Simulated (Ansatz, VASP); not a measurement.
## Two plane-wave programs on LiF

```
Li F
1.0
     0.00000    2.15255    2.13422
     2.15255    0.00000    2.13422
     2.15255    2.15255    0.00000
Li F
1 1
Direct
  0.00000 0.00000 0.00000
  0.25000 0.25000 0.25000
```

Change from the starting cell: epitaxial_xy strain +0.4%.

Alike in both runs: task single point; functional r2SCAN; k mesh 10 × 10 × 10; no spin polarisation.

|  | VASP | Ansatz |
| --- | --- | --- |
| version | VASP 6.6.1 | Ansatz 0.2.0 |
| potentials or method | VASP PAW PBE potentials, release 64 (Li_sv, F) | plane waves, PAW |
| plane-wave cutoff (eV) | 520 | 500 |
| occupations | gaussian, width 0.01 eV | fixed |
| valence electrons in the cell | 10 | 10 |

|  | VASP | Ansatz | Ansatz less VASP |
| --- | --- | --- | --- |
| gap on the k mesh at the Fermi level (eV) | 8.74 | 8.64 | -0.096 |

VASP's potentials were made for PBE, not for r2SCAN.

Noted on VASP's run: the cutoff is short for stress, so the pressure is rough.
